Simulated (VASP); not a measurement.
# Al (Fd-3m) in VASP: a series of runs

Runs on Al. Level: PBE. Tasks: single point.

All numbers are computed with VASP 6.6.1; they aren't measurements. Logs are shortened: lines on timing, memory, paths and dates and some standing lists are left out, and cuts for length are marked.

## 1. The cell of the first run

It takes space group Fd-3m (No. 227, cubic). The conventional cell has a = 5.103 Å, b = 5.103 Å, c = 5.103 Å, α = 90.00°, β = 90.00°, γ = 90.00°. Within 2.9 Å of Al (site symmetry -43m) lie 4 Al at 2.21 Å.

## 2. Single point, PBE (volume scaled by 0.6)

The input, INCAR:

```
PREC = Accurate ; ENCUT = 520
EDIFF = 1E-6 ; ISMEAR = -1
SIGMA = 0.05 ; LREAL = False
LASPH = True ; NELM = 100
ALGO = Normal ; ISIF = 2
LWAVE = False ; LCHARG = False
GGA = PE ; NBANDS = 10
```

The input, KPOINTS:

```
Automatic mesh
0
Gamma
  12 12 12
```

The input, POSCAR:

```
Al
1.0
    0.0000000000      2.5513472495      2.5513472495
    2.5513472495      0.0000000000      2.5513472495
    2.5513472495      2.5513472495      0.0000000000
Al
2
Direct
   -0.1250000000     -0.1250000000     -0.1250000000
    0.1250000000      0.1250000000      0.1250000000
```

Potentials or basis: VASP PAW PBE potentials, release 64 (Al).

Launch:

```sh
$ cat potpaw_PBE.64/Al/POTCAR > POTCAR
$ mpirun -np 1 vasp_std > vasp.out
```

OUTCAR:

```text
PREC = Accurate
   ENCUT = 520
   EDIFF = 1E-6
   ISMEAR = -1
   LREAL = False
   LASPH = True
   NELM = 100
   ISIF = 2
   GGA = PE

 ion  position               nearest neighbor table
   1  0.875  0.875  0.875-   2 2.21   2 2.21   2 2.21   2 2.21
   2  0.125  0.125  0.125-   1 2.21   1 2.21   1 2.21   1 2.21

  LATTYP: Found a face centered cubic cell.
 ALAT       =     5.1026944990

  Lattice vectors:

 A1 = (   0.0000000000,   2.5513472495,   2.5513472495)
 A2 = (   2.5513472495,   0.0000000000,   2.5513472495)
 A3 = (   2.5513472495,   2.5513472495,   0.0000000000)

Analysis of symmetry for initial positions (statically):
=====================================================================
 Subroutine PRICEL returns:
 Original cell was already a primitive cell.

 Routine SETGRP: Setting up the symmetry group for a
 face centered cubic supercell.

 Subroutine GETGRP returns: Found 48 space group operations
 (whereof 12 operations were pure point group operations)
 out of a pool of 48 trial point group operations.

The static configuration has the point symmetry D_3d.
 The point group associated with its full space group is O_h .

Analysis of symmetry for dynamics (positions and initial velocities):
=====================================================================
 Subroutine PRICEL returns:
 Original cell was already a primitive cell.

 Routine SETGRP: Setting up the symmetry group for a
 face centered cubic supercell.

 Subroutine GETGRP returns: Found 48 space group operations
 (whereof 12 operations were pure point group operations)
 out of a pool of 48 trial point group operations.

The dynamic configuration has the point symmetry D_3d.
 The point group associated with its full space group is O_h .

 Subroutine INISYM returns: Found 48 space group operations
 (whereof 12 operations are pure point group operations),
 and found     1 'primitive' translations

----------------------------------------------------------------------------------------

                                     Primitive cell

  volume of cell :      33.2153

  direct lattice vectors                    reciprocal lattice vectors
     0.000000000  2.551347250  2.551347250    -0.195974891  0.195974891  0.195974891
     2.551347250  0.000000000  2.551347250     0.195974891 -0.195974891  0.195974891
     2.551347250  2.551347250  0.000000000     0.195974891  0.195974891 -0.195974891

  length of vectors
     3.608149883  3.608149883  3.608149883     0.339438469  0.339438469  0.339438469

[... 87 lines left out ...]
   ISYM   =      2    0-nonsym 1-usesym 2-fastsym
   POTIM  = 0.5000    time-step for ionic-motion
   TEBEG  =    0.0;   TEEND  =   0.0 temperature during run
   PSTRESS=    0.0 pullay stress
   NELECT =       6.0000    total number of electrons
   NUPDOWN=      -1.0000    fix difference up-down
   EMIN   =  10.00;   EMAX   =-10.00  energy-range for DOS
   EFERMI =   0.00;   METHOD = LEGACY
   ISMEAR =    -1;   SIGMA  =   0.05  broadening in eV -4-tet -1-fermi 0-gaus
   EFERMI_NEDOS =   21; number of points for ismear=-14 and -15
   IALGO  =     38    algorithm
   IMIX   =      4    mixing-type and parameters
     AMIX     =   0.40;   BMIX     =  1.00
     AMIX_MAG =   1.60;   BMIX_MAG =  1.00
  volume/ion in A,a.u.               =      16.61       112.07
  Fermi-wavevector in a.u.,A,eV,Ry     =   0.925434  1.748818 11.652424  0.856429
  Thomas-Fermi vector in A             =   2.051288
   LORBIT       =      0    0 simple, 1 ext, 2 COOP (PROOUT), +10 PAW based schemes
   GGA     = PE    functional components
   LHFCALC =     F    Hartree Fock is set to
   AEXX    =    0.0000 exact exchange contribution
   IVDW    =     0    specifies the selected vdW correction
   LEPSILON=     F    determine dielectric tensor
   LRPA    =     F    only Hartree local field effects (RPA)
 non-spin polarized calculation
  energy-cutoff  :      520.00
  volume of cell :       33.22
 maximum number of plane-waves:       934
   NGX = 13   NGY = 13   NGZ = 13

 number of electron       6.0000000 magnetization

 Free energy of the ion-electron system (eV)
  ---------------------------------------------------
  ext. energy  EPLUGINS =         0.00000000
  ---------------------------------------------------
  free energy    TOTEN  =        -3.65430423 eV

  energy without entropy =       -3.64342348  energy(sigma->0) =       -3.64886386

 E-fermi :   7.0193     XC(G=0):  -9.9486

 val. band max:        6.9625820646   @ k =  -0.4167   0.3333   0.0000
 cond. band min:       7.0514918407   @ k =  -0.4167   0.2500   0.0833
 fundamental gap:      0.0889097761
 Fermi energy:         7.0192838011

 k-point     1 :       0.0000    0.0000    0.0000
  band No.  band energies     occupation
      1      -3.5226      2.00000
      2      10.1806      0.00000
      3      10.1806      0.00000
      4      10.1806      0.00000
      5      11.9441      0.00000
      6      11.9441      0.00000
      7      11.9441      0.00000
      8      15.9936      0.00000
      9      15.9936      0.00000
     10      17.6869      0.00000
[... 287 lines left out ...]
 k-point    24 :      -0.4167    0.1667    0.0000
  band No.  band energies     occupation
      1       0.1470      2.00000
      2       1.8828      2.00000
      3       6.4561      1.99997
      4       8.1133      0.00000
      5      10.9031      0.00000
      6      13.2208      0.00000
      7      14.3615      0.00000
      8      17.9440      0.00000
      9      18.0083      0.00000
     10      18.0876      0.00000

 [... further k-points ...]

------------------------ aborting loop because EDIFF is reached ----------------------------------------

  FORCE on cell =-STRESS in cart. coord.  units (eV):
  Direction    XX          YY          ZZ          XY          YZ          ZX
  --------------------------------------------------------------------------------------
  -------------------------------------------------------------------------------------
  Total       10.6347523     10.6347523     10.6347523     -0.0000000     -0.0000000      0.0000000
  in kB      512.9786029    512.9786029    512.9786029     -0.0000000     -0.0000000      0.0000000
  external PRESSURE =     512.9786029 kB  Pullay stress =       0.0000000 kB

 VOLUME and BASIS-vectors are now :
 -----------------------------------------------------------------------------
  energy-cutoff  :      520.00
  volume of cell :       33.22
      direct lattice vectors                 reciprocal lattice vectors
     0.000000000  2.551347250  2.551347250    -0.195974891  0.195974891  0.195974891
     2.551347250  0.000000000  2.551347250     0.195974891 -0.195974891  0.195974891
     2.551347250  2.551347250  0.000000000     0.195974891  0.195974891 -0.195974891

 POSITION                                       TOTAL-FORCE (eV/Angst)
 -----------------------------------------------------------------------------------
      4.46486      4.46486      4.46486         0.000000     -0.000000      0.000000
      0.63784      0.63784      0.63784        -0.000000      0.000000     -0.000000
 -----------------------------------------------------------------------------------
    total drift:                               -0.000000     -0.000000     -0.000000

  FREE ENERGIE OF THE ION-ELECTRON SYSTEM (eV)
  ---------------------------------------------------
  free  energy   TOTEN  =        -3.6543042278 eV

  energy  without entropy=       -3.6434234849  energy(sigma->0) =       -3.64886386
```

It took 25 s on 1 thread of Intel Xeon 8259CL, shared host; peak memory 0.16 GiB.

What came out:

```yaml
Free_energy: -3.6543 eV
Pressure: 51.3 GPa
Band_gap_on_the_k_mesh: zero (band 3 reaches 10.18 eV, above the bottom of band 4 at 4.31 eV)
```

Levels at points of the mesh, in eV from the Fermi level:
```
           k point  band 1  band 2  band 3  band 4  band 5  band 6  band 7
(0.00, 0.00, 0.00)  -10.54    3.16    3.16    3.16    4.92    4.92    4.92
(0.50, 0.00, 0.00)   -7.16   -5.63    1.82    1.82    4.71    4.71    5.56
(0.50, 0.50, 0.00)   -5.26   -5.26   -0.65   -0.65    1.84    1.84   13.29
```

## 3. Single point, PBE (volume scaled by 0.6)

The input, INCAR:

```
SYSTEM = Al
ALGO = Normal
EDIFF = 1E-6
ENCUT = 520
GGA = PE
ISIF = 2
ISMEAR = -1
LASPH = .True.
LCHARG = .False.
LREAL = .False.
LWAVE = .False.
NBANDS = 10
NELM = 100
PREC = Accurate
SIGMA = 0.05
```

The input, KPOINTS:

```
k-points
0
Gamma
  12 12 12
  0 0 0
```

POSCAR is that of step 2.

Potentials or basis: VASP PAW PBE potentials, release 64 (Al).

Launch:

```sh
$ cat potpaw_PBE.64/Al/POTCAR > POTCAR
$ mpirun -np 1 vasp_std > vasp.out
```

Wall time 28 s (1 thread of Intel Xeon 8259CL, shared host); peak memory 0.16 GiB.

The run converged. Its results:

```
Free energy            : -3.6543 eV
Pressure               : 51.3 GPa
Band gap on the k mesh : zero (band 3 reaches 10.18 eV, above the bottom of band 4 at 4.31 eV)
```

Levels at points of the mesh, in eV from the Fermi level:
| k point | band 1 | band 2 | band 3 | band 4 | band 5 | band 6 |
| --- | --- | --- | --- | --- | --- | --- |
| (0.00, 0.00, 0.00) | -10.54 | 3.16 | 3.16 | 3.16 | 4.92 | 4.92 |
| (0.50, 0.00, 0.00) | -7.16 | -5.63 | 1.82 | 1.82 | 4.71 | 4.71 |
| (0.50, 0.50, 0.00) | -5.26 | -5.26 | -0.65 | -0.65 | 1.84 | 1.84 |

## 4. Single point, PBE (volume scaled by 0.7)

The input, INCAR:

```
PREC     = Accurate       # precision mode
ENCUT    = 520            # plane-wave cutoff, eV
EDIFF    = 1E-6           # SCF threshold, eV
ISMEAR   = -1             # smearing method
SIGMA    = 0.05           # smearing width, eV
LREAL    = F              # projectors in reciprocal space
LASPH    = T              # aspherical terms in the spheres
NELM     = 100            # most SCF steps
ALGO     = Normal         # electronic algorithm
ISIF     = 2              # what is computed and relaxed
LWAVE    = F              # write WAVECAR
LCHARG   = F              # write CHGCAR
GGA      = PE             # functional
NBANDS   = 10             # bands
```

The input, KPOINTS:

```
Automatic mesh
0
Gamma
  12 12 12
```

The input, POSCAR:

```
Al
1.0
    0.0000000000      2.6858711144      2.6858711144
    2.6858711144      0.0000000000      2.6858711144
    2.6858711144      2.6858711144      0.0000000000
Al
2
Direct
   -0.1250000000     -0.1250000000     -0.1250000000
    0.1250000000      0.1250000000      0.1250000000
```

Potentials or basis: VASP PAW PBE potentials, release 64 (Al).

Launch:

```sh
$ cat potpaw_PBE.64/Al/POTCAR > POTCAR
$ mpirun -np 1 vasp_std > vasp.out
```

OUTCAR:

```text
PREC = Accurate
   ENCUT = 520
   EDIFF = 1E-6
   ISMEAR = -1
   LREAL = F
   LASPH = T
   NELM = 100
   ISIF = 2
   GGA = PE

 ion  position               nearest neighbor table
   1  0.875  0.875  0.875-   2 2.33   2 2.33   2 2.33   2 2.33
   2  0.125  0.125  0.125-   1 2.33   1 2.33   1 2.33   1 2.33

  LATTYP: Found a face centered cubic cell.
 ALAT       =     5.3717422288

  Lattice vectors:

 A1 = (   0.0000000000,   2.6858711144,   2.6858711144)
 A2 = (   2.6858711144,   0.0000000000,   2.6858711144)
 A3 = (   2.6858711144,   2.6858711144,   0.0000000000)

Analysis of symmetry for initial positions (statically):
=====================================================================
 Subroutine PRICEL returns:
 Original cell was already a primitive cell.

 Routine SETGRP: Setting up the symmetry group for a
 face centered cubic supercell.

 Subroutine GETGRP returns: Found 48 space group operations
 (whereof 12 operations were pure point group operations)
 out of a pool of 48 trial point group operations.

[... 168 lines left out ...]
 Fermi energy:         5.4911904792

 k-point     1 :       0.0000    0.0000    0.0000
  band No.  band energies     occupation
      1      -4.1008      2.00000
      2       8.3121      0.00000
      3       8.3121      0.00000
      4       8.3121      0.00000
      5      10.1349      0.00000
      6      10.1349      0.00000
      7      10.1349      0.00000
      8      14.1714      0.00000
      9      14.1714      0.00000
     10      14.5340      0.00000
[... 287 lines left out ...]
 k-point    24 :      -0.4167    0.1667    0.0000
  band No.  band energies     occupation
      1      -0.9306      2.00000
      2       0.9334      2.00000
      3       4.9523      1.99996
      4       6.4684      0.00000
      5       9.3251      0.00000
      6      11.4645      0.00000
      7      12.1501      0.00000
      8      15.6542      0.00000
      9      15.7785      0.00000
     10      15.8731      0.00000

 [... further k-points ...]

------------------------ aborting loop because EDIFF is reached ----------------------------------------

  FORCE on cell =-STRESS in cart. coord.  units (eV):
  Direction    XX          YY          ZZ          XY          YZ          ZX
  --------------------------------------------------------------------------------------
  -------------------------------------------------------------------------------------
  Total        6.5053394      6.5053394      6.5053394      0.0000000     -0.0000000     -0.0000000
  in kB      268.9645494    268.9645494    268.9645494      0.0000000     -0.0000000     -0.0000000
  external PRESSURE =     268.9645494 kB  Pullay stress =       0.0000000 kB

 VOLUME and BASIS-vectors are now :
 -----------------------------------------------------------------------------
  energy-cutoff  :      520.00
  volume of cell :       38.75
      direct lattice vectors                 reciprocal lattice vectors
     0.000000000  2.685871114  2.685871114    -0.186159342  0.186159342  0.186159342
     2.685871114  0.000000000  2.685871114     0.186159342 -0.186159342  0.186159342
     2.685871114  2.685871114  0.000000000     0.186159342  0.186159342 -0.186159342

 POSITION                                       TOTAL-FORCE (eV/Angst)
 -----------------------------------------------------------------------------------
      4.70027      4.70027      4.70027        -0.000000     -0.000000     -0.000000
      0.67147      0.67147      0.67147         0.000000      0.000000      0.000000
 -----------------------------------------------------------------------------------
    total drift:                               -0.000000     -0.000000     -0.000000

  FREE ENERGIE OF THE ION-ELECTRON SYSTEM (eV)
  ---------------------------------------------------
  free  energy   TOTEN  =        -4.9644876529 eV

  energy  without entropy=       -4.9532969390  energy(sigma->0) =       -4.95889230
```

OSZICAR:

```text
N       E                     dE             d eps       ncg     rms          rms(c)
DAV:   1     0.222247890158E+01    0.22225E+01   -0.21633E+03  1440   0.461E+02
DAV:   2    -0.485679550053E+01   -0.70793E+01   -0.68286E+01  1944   0.504E+01
DAV:   3    -0.499551964930E+01   -0.13872E+00   -0.13759E+00  1846   0.631E+00
DAV:   4    -0.499674002873E+01   -0.12204E-02   -0.12201E-02  1664   0.650E-01
DAV:   5    -0.499675881286E+01   -0.18784E-04   -0.18784E-04  1734   0.781E-02    0.217E+00
DAV:   6    -0.497447541407E+01    0.22283E-01   -0.11280E-02  1584   0.511E-01    0.136E+00
DAV:   7    -0.496453376114E+01    0.99417E-02   -0.24209E-02  1590   0.802E-01    0.687E-02
DAV:   8    -0.496447620301E+01    0.57558E-04   -0.76390E-04  1618   0.141E-01    0.109E-01
DAV:   9    -0.496449066579E+01   -0.14463E-04   -0.41388E-05  1604   0.324E-02    0.247E-02
DAV:  10    -0.496448730969E+01    0.33561E-05   -0.74000E-06  1570   0.119E-02    0.245E-02
DAV:  11    -0.496448765287E+01   -0.34317E-06   -0.49300E-07   832   0.405E-03
   1 F= -.49644877E+01 E0= -.49588923E+01  d E =-.111907E-01
```

stdout:

```text
POSCAR found type information on POSCAR Al
 POSCAR found :  1 types and       2 ions
 scaLAPACK will be used
 LDA part: xc-table for (Slater+PW92), standard interpolation
 POSCAR, INCAR and KPOINTS ok, starting setup
 FFT: planning ... GRIDC
 FFT: planning ... GRID_SOFT
 FFT: planning ... GRID
 WAVECAR not read
 entering main loop
```

Wall time 33 s (1 thread of Intel Xeon 8259CL, shared host); peak memory 0.16 GiB.

What came out:

- Free energy: -4.9645 eV
- Pressure: 26.9 GPa
- Band gap on the k mesh: zero (band 3 reaches 8.31 eV, above the bottom of band 4 at 3.29 eV)

Levels at points of the mesh, in eV from the Fermi level:
| k point | band 1 | band 2 | band 3 | band 4 | band 5 | band 6 | band 7 | band 8 |
| --- | --- | --- | --- | --- | --- | --- | --- | --- |
| (0.00, 0.00, 0.00) | -9.59 | 2.82 | 2.82 | 2.82 | 4.64 | 4.64 | 4.64 | 8.68 |
| (0.50, 0.00, 0.00) | -6.69 | -4.96 | 1.56 | 1.56 | 4.68 | 4.68 | 4.82 | 8.40 |
| (0.50, 0.50, 0.00) | -4.91 | -4.91 | -0.55 | -0.55 | 1.98 | 1.98 | 12.48 | 12.48 |
